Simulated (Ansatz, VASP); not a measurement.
Two plane-wave programs on C

Contents of INCAR:

```
SYSTEM = C
  PREC = Accurate
  ENCUT = 520
  EDIFF = 1E-6
  ISMEAR = 0
  SIGMA = 0.05
  LREAL = .FALSE.
  LASPH = .TRUE.
  NELM = 60
  ALGO = Normal
  ISIF = 2
  LWAVE = .FALSE.
  LCHARG = .TRUE.
  GGA = PE
  LELF = .TRUE.
  LVHAR = .TRUE.
  NBANDS = 11
```

Contents of KPOINTS:

```
regular mesh
0
G
  12 12 12
  0 0 0
```

POSCAR

```
C
1.0
    0.0000000000      1.7557266509      1.9808108076
    1.7557266509      0.0000000000      1.9808108076
    1.7557266509      1.7557266509      0.0000000000
C
2
Direct
    0.5000000000      0.5000000000      0.5000000000
    0.7500000000      0.7500000000      0.7500000000
```

Input for Ansatz:

```yaml
crystal:
  lattice:
    - [0.0, 1.7557266509, 1.9808108076]
    - [1.7557266509, 0.0, 1.9808108076]
    - [1.7557266509, 1.7557266509, 0.0]
  atoms:
    - { symbol: C, position: [0.5, 0.5, 0.5] }
    - { symbol: C, position: [0.75, 0.75, 0.75] }
basis:
  ecutwfc: 520.0
kpoints:
  mp_grid: { grid: [12, 12, 12] }
hamiltonian:
  xc: pbe
  pseudopotentials: { kind: paw, azcp: { folder: soft_1 } }
scf:
  occupations: { method: gaussian, width: 0.05 }
output:
  forces: true
  stress: true
  eigenvalues: true
```

Alike in both runs: task single point; functional PBE; k mesh 12 × 12 × 12; occupations gaussian, width 0.05 eV; no spin polarisation.

|  | VASP | Ansatz |
| --- | --- | --- |
| version | VASP 6.6.1 | Ansatz 0.2.0 |
| potentials or method | VASP PAW PBE potentials, release 64 (C), cutoff 520 eV | scalar-relativistic, plane waves, PAW |
| valence electrons in the cell | 8 | 8 |

VASP gave:

| Property | Result |
| --- | --- |
| gap on the k mesh at the Fermi level (eV) | 2.55 |
| least direct gap on the mesh (eV) | 4.38 |
| pressure (GPa) | -25.4 |
| traceless stress, the component that is largest in VASP (GPa) | -76.82 |

Problem. Which values does Ansatz return?

Solution. gap on the k mesh at the Fermi level (eV): 2.56; least direct gap on the mesh (eV): 4.38; pressure (GPa): -25.7; traceless stress, the component that is largest in VASP (GPa): -76.79.

The functional is the same, so the differences come from potentials, cutoffs and numerics.
